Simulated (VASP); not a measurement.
Write the native input for VASP 6.6.1 that does the following.

- Task: single point
- Functional: LDA
- Potentials or basis: VASP PAW LDA potentials, release 64 (Al, N)
- Cutoff: 520 eV
- k mesh: 9 × 9 × 6
- Occupations: gaussian, width 0.05 eV
- Spin: no spin polarisation
- Dipole correction: no
- Further INCAR settings: ALGO = Normal; EDIFF = 1e-07; NBANDS = 16

The structure of AlN lies in POSCAR:

```
AlN
1.0
    3.0887424016      0.0000000000      0.0000000000
   -1.5443712008      2.6749293856      0.0000000000
    0.0000000000      0.0000000000      4.9437688231
Al N
2 2
Direct
    0.3374098383      0.6859568955      0.0015212672
    0.6625901617      0.3140431045      0.5015212672
    0.3296957365      0.6494533735      0.3834787328
    0.6703042635      0.3505466265      0.8834787328
```

This cell differs from its parent crystal: atoms displaced along a vibrational mode.

These files were run (other wordings do the same):

INCAR

```
SYSTEM = AlN
ALGO = Normal ; EDIFF = 1E-7
ENCUT = 520 ; ISIF = 2
ISMEAR = 0 ; LASPH = .True.
LCHARG = .False. ; LREAL = .False.
LWAVE = .False. ; NBANDS = 16
NELM = 100 ; PREC = Accurate
SIGMA = 0.05
```

KPOINTS

```
k-points
0
Gamma
  9 9 6
  0 0 0
```

Potentials or basis: VASP PAW LDA potentials, release 64 (Al, N).

Run with:

```sh
$ cat potpaw_LDA.64/Al/POTCAR potpaw_LDA.64/N/POTCAR > POTCAR
$ mpirun -np 1 vasp_std > vasp.out
```

Results of the run:

- Pressure: 0.5 GPa
- Largest force: 0.319 eV/Å
- Band gap on the k mesh: 4.39 eV

Caveat: the cell differs from its parent crystal (atoms displaced along a vibrational mode); an odd mesh through Γ misses points on the zone boundary, where band edges can lie.

It took 120 s on 1 thread of Intel Xeon 8259CL (shared host), peak memory 0.2 GiB.
